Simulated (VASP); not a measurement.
# Mo3Ru (Fm-3m) in VASP: further runs

Runs on Mo3Ru. Level: PBE. Tasks: single point.

All numbers are computed with VASP 6.6.1; they aren't measurements. Logs are shortened: lines on timing, memory, paths and dates and some standing lists are left out, and cuts for length are marked.

### 1 The cell of the first run

The structure is cubic, space group Fm-3m (No. 225). The conventional cell has a = 6.267 Å, b = 6.267 Å, c = 6.267 Å, α = 90.00°, β = 90.00°, γ = 90.00°. Mo (site symmetry -43m) has 10 Mo at 2.71 to 3.13 Å and 4 Ru at 2.71 Å within 3.6 Å. Within 3.6 Å of Mo (site symmetry m-3m) lie 8 Mo at 2.71 Å and 6 Ru at 3.13 Å. Within 3.6 Å of Ru (site symmetry m-3m) lie 14 Mo at 2.71 to 3.13 Å.

### 2 Single point, PBE

Contents of INCAR:

```
PREC     = Accurate       # precision mode
ENCUT    = 520            # plane-wave cutoff, eV
EDIFF    = 1E-6           # SCF threshold, eV
ISMEAR   = 0              # smearing method
SIGMA    = 0.1            # smearing width, eV
LREAL    = F              # projectors in reciprocal space
LASPH    = T              # aspherical terms in the spheres
NELM     = 60             # most SCF steps
ALGO     = Fast           # electronic algorithm
ISIF     = 2              # what is computed and relaxed
LWAVE    = F              # write WAVECAR
LCHARG   = F              # write CHGCAR
GGA      = PE             # functional
NBANDS   = 36             # bands
```

Contents of KPOINTS:

```
Automatic mesh
0
Gamma
  6 6 6
```

Contents of POSCAR:

```
Mo3Ru
1.0
    0.0000000000      3.1334805772      3.1334805772
    3.1334805772      0.0000000000      3.1334805772
    3.1334805772      3.1334805772      0.0000000000
Mo Ru
3 1
Direct
    0.7500000000      0.7500000000      0.7500000000
    0.2500000000      0.2500000000      0.2500000000
    0.0000000000      0.0000000000      0.0000000000
    0.5000000000      0.5000000000      0.5000000000
```

Potentials or basis: VASP PAW PBE potentials, release 64 (Mo_sv, Ru_pv).

On the command line:

```sh
$ cat potpaw_PBE.64/Mo_sv/POTCAR potpaw_PBE.64/Ru_pv/POTCAR > POTCAR
$ mpirun -np 1 vasp_std > vasp.out
```

OUTCAR:

```text
PREC = Accurate
   ENCUT = 520
   EDIFF = 1E-6
   ISMEAR = 0
   LREAL = F
   LASPH = T
   NELM = 60
   ISIF = 2
   GGA = PE

 ion  position               nearest neighbor table
   1  0.750  0.750  0.750-   4 2.71   4 2.71   4 2.71   3 2.71   3 2.71   3 2.71   4 2.71   3 2.71
                             2 3.13   2 3.13   2 3.13   2 3.13   2 3.13   2 3.13
   2  0.250  0.250  0.250-   3 2.71   3 2.71   3 2.71   4 2.71   4 2.71   4 2.71   4 2.71   3 2.71
                             1 3.13   1 3.13   1 3.13   1 3.13   1 3.13   1 3.13
   3  0.000  0.000  0.000-   1 2.71   1 2.71   1 2.71   2 2.71   2 2.71   2 2.71   2 2.71   1 2.71
                             4 3.13   4 3.13   4 3.13   4 3.13   4 3.13   4 3.13
   4  0.500  0.500  0.500-   2 2.71   2 2.71   2 2.71   1 2.71   1 2.71   1 2.71   2 2.71   1 2.71
                             3 3.13   3 3.13   3 3.13   3 3.13   3 3.13   3 3.13

  LATTYP: Found a face centered cubic cell.
 ALAT       =     6.2669611544

  Lattice vectors:

 A1 = (   0.0000000000,   3.1334805772,   3.1334805772)
 A2 = (   3.1334805772,   0.0000000000,   3.1334805772)
 A3 = (   3.1334805772,   3.1334805772,   0.0000000000)

Analysis of symmetry for initial positions (statically):
[... 5 lines left out ...]
 face centered cubic supercell.

 Subroutine GETGRP returns: Found 48 space group operations
 (whereof 48 operations were pure point group operations)
 out of a pool of 48 trial point group operations.

The static configuration has the point symmetry O_h .

Analysis of symmetry for dynamics (positions and initial velocities):
[... 5 lines left out ...]
 face centered cubic supercell.

 Subroutine GETGRP returns: Found 48 space group operations
 (whereof 48 operations were pure point group operations)
 out of a pool of 48 trial point group operations.

The dynamic configuration has the point symmetry O_h .

 Subroutine INISYM returns: Found 48 space group operations
 (whereof 48 operations are pure point group operations),
 and found     1 'primitive' translations

----------------------------------------------------------------------------------------

                                     Primitive cell

  volume of cell :      61.5334

  direct lattice vectors                    reciprocal lattice vectors
     0.000000000  3.133480577  3.133480577    -0.159566970  0.159566970  0.159566970
     3.133480577  0.000000000  3.133480577     0.159566970 -0.159566970  0.159566970
     3.133480577  3.133480577  0.000000000     0.159566970  0.159566970 -0.159566970

  length of vectors
     4.431410730  4.431410730  4.431410730     0.276378099  0.276378099  0.276378099

  position of ions in fractional coordinates (direct lattice)
     0.750000000  0.750000000  0.750000000
     0.250000000  0.250000000  0.250000000
     0.000000000  0.000000000  0.000000000
     0.500000000  0.500000000  0.500000000

  ion indices of the primitive-cell ions
   primitive index   ion index
                 1           1
                 2           2
                 3           3
                 4           4

----------------------------------------------------------------------------------------

 KPOINTS: Automatic mesh

Automatic generation of k-mesh.
 Grid dimensions read from file:
 generate k-points for:    6    6    6

 Generating k-lattice:

  Cartesian coordinates                     Fractional coordinates (reciprocal lattice)
    -0.026594495  0.026594495  0.026594495     0.166666667  0.000000000  0.000000000
     0.026594495 -0.026594495  0.026594495     0.000000000  0.166666667  0.000000000
     0.026594495  0.026594495 -0.026594495     0.000000000  0.000000000  0.166666667

  Length of vectors
     0.046063016  0.046063016  0.046063016

  Shift w.r.t. Gamma in fractional coordinates (k-lattice)
     0.000000000  0.000000000  0.000000000

 Subroutine IBZKPT returns following result:
 ===========================================

 Found     16 irreducible k-points:

 Following reciprocal coordinates:
            Coordinates               Weight
  0.000000  0.000000  0.000000      1.000000
  0.166667  0.000000  0.000000      8.000000
  0.333333  0.000000  0.000000      8.000000
  0.500000  0.000000  0.000000      4.000000
  0.166667  0.166667  0.000000      6.000000
  0.333333  0.166667  0.000000     24.000000
[... 8 lines left out ...]
 -0.333333  0.333333  0.166667     24.000000
 -0.333333  0.500000  0.166667     12.000000
   k-points           NKPTS =     16   k-points in BZ     NKDIM =     16   number of bands    NBANDS=     36
   number of dos      NEDOS =    301   number of ions     NIONS =      4
   total plane-waves  NPLWV =  46656
   dimension x,y,z NGX =    36 NGY =   36 NGZ =   36
   dimension x,y,z NGXF=    72 NGYF=   72 NGZF=   72
   ions per type =               3   1
   NGX,Y,Z   is equivalent  to a cutoff of  13.51, 13.51, 13.51 a.u.
   NGXF,Y,Z  is equivalent  to a cutoff of  27.01, 27.01, 27.01 a.u.
 SYSTEM =  unknown system
   PREC   = accura    normal or accurate (medium, high low for compatibility)
   ISTART =      0    job   : 0-new  1-cont  2-samecut
   ICHARG =      2    charge: 1-file 2-atom 10-const
   ISPIN  =      1    spin polarized calculation?
   LNONCOLLINEAR =      F non collinear calculations
   LSORBIT =      F    spin-orbit coupling
   LASPH  =      T    aspherical Exc in radial PAW
   ENCUT  =  520.0 eV  38.22 Ry    6.18 a.u.   8.24  8.24  8.24*2*pi/ulx,y,z
   NELM   =     60;   NELMIN=  2; NELMDL= -5     # of ELM steps
   EDIFF  = 0.1E-05   stopping-criterion for ELM
   LREAL  =      F    real-space projection
   EDIFFG = 0.1E-04   stopping-criterion for IOM
   NSW    =      0    number of steps for IOM
   IBRION =     -1    ionic relax: 0-MD 1-quasi-New 2-CG
   NFREE  =      0    steps in history (QN), initial steepest desc. (CG)
   ISIF   =      2    stress and relaxation
   ISYM   =      2    0-nonsym 1-usesym 2-fastsym
   POTIM  = 0.5000    time-step for ionic-motion
   TEBEG  =    0.0;   TEEND  =   0.0 temperature during run
   PSTRESS=    0.0 pullay stress
   NELECT =      56.0000    total number of electrons
   NUPDOWN=      -1.0000    fix difference up-down
   EMIN   =  10.00;   EMAX   =-10.00  energy-range for DOS
   EFERMI =   0.00;   METHOD = LEGACY
   ISMEAR =     0;   SIGMA  =   0.10  broadening in eV -4-tet -1-fermi 0-gaus
   EFERMI_NEDOS =   21; number of points for ismear=-14 and -15
   IALGO  =     68    algorithm
   IMIX   =      4    mixing-type and parameters
     AMIX     =   0.40;   BMIX     =  1.00
     AMIX_MAG =   1.60;   BMIX_MAG =  1.00
  volume/ion in A,a.u.               =      15.38       103.81
  Fermi-wavevector in a.u.,A,eV,Ry     =   1.586477  2.998007 34.244638  2.516910
  Thomas-Fermi vector in A             =   2.685782
   LORBIT       =      0    0 simple, 1 ext, 2 COOP (PROOUT), +10 PAW based schemes
   GGA     = PE    functional components
   LHFCALC =     F    Hartree Fock is set to
   AEXX    =    0.0000 exact exchange contribution
   IVDW    =     0    specifies the selected vdW correction
   LEPSILON=     F    determine dielectric tensor
   LRPA    =     F    only Hartree local field effects (RPA)
 non-spin polarized calculation
 RMM-DIIS sequential band-by-band and
 Gauss-broadening in eV      SIGMA  =   0.10
  energy-cutoff  :      520.00
  volume of cell :       61.53
 maximum number of plane-waves:      1676
 NGX is ok and might be reduce to    36
   NGX = 17   NGY = 17   NGZ = 17

 number of electron      55.9999998 magnetization

 Free energy of the ion-electron system (eV)
  ---------------------------------------------------
  ext. energy  EPLUGINS =         0.00000000
  ---------------------------------------------------
  free energy    TOTEN  =       -41.35959839 eV

  energy without entropy =      -41.33483297  energy(sigma->0) =      -41.34721568

 E-fermi :  12.5207     XC(G=0): -13.4543

 val. band max:       12.4957194822   @ k =  -0.3333   0.3333   0.0000
 cond. band min:      12.5328495096   @ k =   0.3333   0.1667   0.0000
 fundamental gap:      0.0371300274
 Fermi energy:        12.5206796035

 k-point     1 :       0.0000    0.0000    0.0000
  band No.  band energies     occupation
      1     -48.8606      2.00000
      2     -48.7246      2.00000
      3     -48.3920      2.00000
      4     -30.6710      2.00000
      5     -30.6710      2.00000
      6     -30.6710      2.00000
[... 28 lines left out ...]
     35      15.7712      0.00000
     36      15.7712      0.00000

 k-point     2 :       0.1667    0.0000    0.0000
  band No.  band energies     occupation
      1     -48.8457      2.00000
      2     -48.7290      2.00000
      3     -48.4034      2.00000
      4     -30.6717      2.00000
      5     -30.6717      2.00000
      6     -30.6704      2.00000
[... 28 lines left out ...]
     35      15.5060      0.00000
     36      15.5060      0.00000

 k-point     3 :       0.3333    0.0000    0.0000
  band No.  band energies     occupation
      1     -48.8096      2.00000
      2     -48.7418      2.00000
      3     -48.4285      2.00000
      4     -30.6730      2.00000
      5     -30.6730      2.00000
      6     -30.6688      2.00000
[... 28 lines left out ...]
     35      15.0110      0.00000
     36      15.0110      0.00000

 k-point     4 :       0.5000    0.0000    0.0000
  band No.  band energies     occupation
      1     -48.7806      2.00000
      2     -48.7578      2.00000
      3     -48.4425      2.00000
      4     -30.6737      2.00000
      5     -30.6737      2.00000
      6     -30.6679      2.00000
[... 28 lines left out ...]
     35      14.7414      0.00000
     36      14.7414      0.00000

 k-point     5 :       0.1667    0.1667    0.0000
  band No.  band energies     occupation
      1     -48.8409      2.00000
      2     -48.7301      2.00000
      3     -48.4075      2.00000
      4     -30.6727      2.00000
      5     -30.6727      2.00000
      6     -30.6687      2.00000
[... 343 lines left out ...]
 k-point    14 :       0.5000    0.3333    0.1667
  band No.  band energies     occupation
      1     -48.7857      2.00000
      2     -48.7466      2.00000
      3     -48.4487      2.00000
      4     -30.6754      2.00000
      5     -30.6738      2.00000
      6     -30.6676      2.00000
[... 28 lines left out ...]
     35      14.8759      0.00000
     36      15.5774      0.00000

 k-point    15 :      -0.3333    0.3333    0.1667
  band No.  band energies     occupation
      1     -48.7640      2.00000
      2     -48.7579      2.00000
      3     -48.4597      2.00000
      4     -30.6761      2.00000
      5     -30.6713      2.00000
      6     -30.6699      2.00000
[... 28 lines left out ...]
     35      15.2525      0.00000
     36      15.3520      0.00000

 k-point    16 :      -0.3333    0.5000    0.1667
  band No.  band energies     occupation
      1     -48.7639      2.00000
      2     -48.7522      2.00000
      3     -48.4659      2.00000
      4     -30.6773      2.00000
      5     -30.6742      2.00000
      6     -30.6668      2.00000
[... 28 lines left out ...]
     35      15.2749      0.00000
     36      15.7857      0.00000

------------------------ aborting loop because EDIFF is reached ----------------------------------------

  FORCE on cell =-STRESS in cart. coord.  units (eV):
  Direction    XX          YY          ZZ          XY          YZ          ZX
  --------------------------------------------------------------------------------------
  -------------------------------------------------------------------------------------
  Total        0.1197906      0.1197906      0.1197906     -0.0000000     -0.0000000     -0.0000000
  in kB        3.1190488      3.1190488      3.1190488     -0.0000000     -0.0000000     -0.0000000
  external PRESSURE =       3.1190488 kB  Pullay stress =       0.0000000 kB

 VOLUME and BASIS-vectors are now :
 -----------------------------------------------------------------------------
  energy-cutoff  :      520.00
  volume of cell :       61.53
      direct lattice vectors                 reciprocal lattice vectors
     0.000000000  3.133480577  3.133480577    -0.159566970  0.159566970  0.159566970
     3.133480577  0.000000000  3.133480577     0.159566970 -0.159566970  0.159566970
     3.133480577  3.133480577  0.000000000     0.159566970  0.159566970 -0.159566970

 POSITION                                       TOTAL-FORCE (eV/Angst)
 -----------------------------------------------------------------------------------
      4.70022      4.70022      4.70022         0.000000     -0.000000      0.000000
      1.56674      1.56674      1.56674        -0.000000      0.000000     -0.000000
      0.00000      0.00000      0.00000         0.000000      0.000000      0.000000
      3.13348      3.13348      3.13348         0.000000      0.000000      0.000000
 -----------------------------------------------------------------------------------
    total drift:                                0.000000      0.000000      0.000000

  FREE ENERGIE OF THE ION-ELECTRON SYSTEM (eV)
  ---------------------------------------------------
  free  energy   TOTEN  =       -41.3595983886 eV

  energy  without entropy=      -41.3348329746  energy(sigma->0) =      -41.34721568
```

Wall time 22 s (1 thread of Intel Xeon 6975P-C (Granite Rapids), shared host); peak memory 0.21 GiB.

Results:

- Free energy: -41.3596 eV
- Pressure: 0.3 GPa
- Band gap on the k mesh: zero (band 28 reaches 13.03 eV, above the bottom of band 29 at 12.17 eV)

Levels at points of the mesh, in eV from the Fermi level:
```csv
k point,band 25,band 26,band 27,band 28,band 29,band 30,band 31,band 32
"(0.00, 0.00, 0.00)",-1.75,-1.75,-1.75,0.27,0.27,2.02,2.02,2.31
"(0.50, 0.00, 0.00)",-2.95,-2.91,-2.91,0.51,0.51,1.21,1.21,1.67
"(0.50, 0.50, 0.00)",-1.41,-0.81,-0.81,-0.42,0.54,0.78,1.22,1.37
```

### 3 Single point, PBE

This run uses another cell than the first one, of 16.84 Å³/atom, 1.094 times its volume.

Contents of INCAR:

```
SYSTEM = Mo3Ru
PREC = Accurate
ENCUT = 520
EDIFF = 1E-6
ISMEAR = 0
SIGMA = 0.1
LREAL = .FALSE.
LASPH = .TRUE.
NELM = 80
ALGO = Fast
ISIF = 2
LWAVE = .FALSE.
LCHARG = .FALSE.
GGA = PE
NBANDS = 36
```

Contents of KPOINTS:

```
Automatic mesh
0
G
  6 6 6
  0 0 0
```

Contents of POSCAR:

```
Mo3Ru
1.0
    0.0000000000      3.2291133200      3.2291133200
    3.2291133200      0.0000000000      3.2291133200
    3.2291133200      3.2291133200      0.0000000000
Mo Ru
3 1
Direct
    0.7500000000      0.7500000000      0.7500000000
    0.2500000000      0.2500000000      0.2500000000
    0.0000000000      0.0000000000      0.0000000000
    0.5000000000      0.5000000000      0.5000000000
```

Potentials or basis: VASP PAW PBE potentials, release 64 (Mo_sv, Ru_pv).

On the command line:

```sh
$ cat potpaw_PBE.64/Mo_sv/POTCAR potpaw_PBE.64/Ru_pv/POTCAR > POTCAR
$ mpirun -np 1 vasp_std > vasp.out
```

It took 23 s on 1 thread of Intel Xeon 6975P-C (Granite Rapids), shared host; peak memory 0.21 GiB.

The run converged. Its results:

| Property | Result |
| --- | --- |
| Free energy | -40.9905 eV |
| Pressure | -19.2 GPa |
| Band gap on the k mesh | zero (band 28 reaches 11.52 eV, above the bottom of band 29 at 10.76 eV) |

Levels at points of the mesh, in eV from the Fermi level:
| k point | band 25 | band 26 | band 27 | band 28 | band 29 | band 30 | band 31 | band 32 |
| --- | --- | --- | --- | --- | --- | --- | --- | --- |
| (0.00, 0.00, 0.00) | -1.54 | -1.54 | -1.54 | 0.23 | 0.23 | 1.81 | 1.81 | 2.03 |
| (0.50, 0.00, 0.00) | -2.61 | -2.56 | -2.56 | 0.45 | 0.45 | 1.06 | 1.06 | 1.51 |
| (0.50, 0.50, 0.00) | -1.24 | -0.69 | -0.69 | -0.35 | 0.43 | 0.71 | 1.09 | 1.17 |
